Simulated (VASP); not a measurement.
# TiSi2: single point with PBE

The system is TiSi2.

```
CELL_PARAMETERS angstrom
4.37464 0.00000 0.00000
-2.18732 3.78855 0.00000
0.00000 0.00000 2.56101
ATOMIC_POSITIONS crystal
Ti 0.00000 0.00000 0.00000
Si 0.33333 0.66667 0.50000
Si 0.66667 0.33333 0.50000
```

- Program: VASP 6.6.1
- Task: single point
- Functional: PBE
- Potentials or basis: VASP PAW PBE potentials, release 64 (Ti_sv, Si)
- Cutoff: 520 eV
- k mesh: 4 × 4 × 6
- Occupations: fermi-dirac, width 0.04 eV
- Spin: no spin polarisation
- Dipole correction: no
- Further INCAR settings: ALGO = Normal; EDIFF = 1e-06; NBANDS = 17

The pressure is 1.3 GPa and the band gap on the k mesh is zero (band 10 reaches 11.54 eV, above the bottom of band 11 at 8.64 eV).

Stress tensor (GPa, compression positive):
```
 3.89  0.00  0.00
 0.00  3.89  0.00
 0.00  0.00 -3.99
```

Levels at points of the mesh, in eV from the Fermi level:
```tsv
k point	band 7	band 8	band 9	band 10	band 11	band 12	band 13	band 14
(0.00, 0.00, 0.00)	-5.21	-5.07	-1.59	-0.95	-0.95	2.93	2.93	3.40
(0.50, 0.00, 0.00)	-5.30	-4.12	-0.74	-0.58	2.49	2.62	2.87	3.58
(0.50, 0.50, 0.00)	-5.30	-4.12	-0.74	-0.58	2.49	2.62	2.87	3.58
(0.00, 0.00, 0.50)	-2.24	-2.24	-0.83	-0.83	-0.82	-0.26	-0.26	1.39
(0.50, 0.00, 0.50)	-5.24	-4.52	-3.74	0.99	1.22	1.25	1.77	2.27
(0.50, 0.50, 0.50)	-5.24	-4.52	-3.74	0.99	1.22	1.25	1.77	2.27
```

It took 17 s on 1 thread of Intel(R) Xeon(R) Platinum 8259CL CPU @ 2.50GHz (Skylake/Cascade Lake) (shared host), peak memory 0.17 GiB.

Caveat: the k points lie up to 0.41 Å⁻¹ apart.
